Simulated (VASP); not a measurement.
Wanted: the native input for a VASP 6.6.1 run.

* Task: single point
* Functional: LDA
* Potentials or basis: VASP PAW LDA potentials, release 64 (Pd)
* Cutoff: 520 eV
* k mesh: 10 × 10 × 10
* Occupations: methfessel-paxton, width 0.1 eV
* Spin: no spin polarisation
* Dipole correction: no
* Further INCAR settings: ALGO = Normal; EDIFF = 1e-06; NBANDS = 11

The structure of Pd lies in POSCAR:

```
Pd
1.0
    0.0000000000      1.9188280904      1.9188280904
    1.9188280904      0.0000000000      1.9188280904
    1.9188280904      1.9188280904      0.0000000000
Pd
1
Direct
    0.0000000000      0.0000000000      0.0000000000
```

These files were run (other wordings do the same):

INCAR

```
SYSTEM = Pd
ALGO = Normal ; EDIFF = 1E-6
ENCUT = 520 ; ISIF = 2
ISMEAR = 1 ; LASPH = .True.
LCHARG = .False. ; LREAL = .False.
LWAVE = .False. ; NBANDS = 11
NELM = 80 ; PREC = Accurate
SIGMA = 0.1
```

KPOINTS

```
k-points
0
Gamma
  10 10 10
  0 0 0
```

Potentials or basis: VASP PAW LDA potentials, release 64 (Pd).

The run is started by

```sh
$ cat potpaw_LDA.64/Pd/POTCAR > POTCAR
$ mpirun -np 1 vasp_std > vasp.out
```

It gave:

```yaml
Pressure: 0.3 GPa
Band_gap_on_the_k_mesh: zero (band 5 reaches 10.68 eV, above the bottom of band 6 at 8.99 eV)
```

Run time: 5.1 s on 1 thread of Intel(R) Xeon(R) Platinum 8259CL CPU @ 2.50GHz (Skylake/Cascade Lake), with other jobs on the host, peak memory 0.12 GiB.
